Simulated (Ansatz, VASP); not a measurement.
CdS: VASP beside Ansatz

```
Cd S
1.0
     3.60530    0.00000    0.00000
     0.00000    3.98019    0.00000
     0.00000    0.00000    6.90859
Cd S
2 2
Direct
  0.50000 0.00000 0.17882
  0.50000 0.00000 0.82118
  0.50000 0.75974 0.50000
  0.50000 0.24026 0.50000
```

Alike in both runs: task single point; functional PBE; k mesh 6 × 4 × 4; occupations gaussian, width 0.1 eV; no spin polarisation.

|  | VASP | Ansatz |
| --- | --- | --- |
| version | VASP 6.6.1 | Ansatz 0.2.0 |
| potentials or method | VASP PAW PBE potentials, release 64 (Cd, S), cutoff 520 eV | scalar-relativistic, plane waves, PAW |
| valence electrons in the cell | 36 | 52 |

```tsv
	VASP	Ansatz	Ansatz less VASP
gap on the k mesh at the Fermi level (eV)	none	none	-
pressure (GPa)	20.5	20.2	-0.33
traceless stress, the component that is largest in VASP (GPa)	-20.10	-19.71	+0.388
rms of the force components (eV/Å)	0.902	0.961	+0.0591
```

Atom by atom the forces differ by 0.068 eV/Å (rms over components). A gap of «none» marks a metal or a gap that the smearing closes. VASP's potentials hold 36 valence electrons a cell and Ansatz's 52, so a difference there can come from the potentials and not from the codes.

The k mesh is coarse, so the values compare programs but aren't converged.
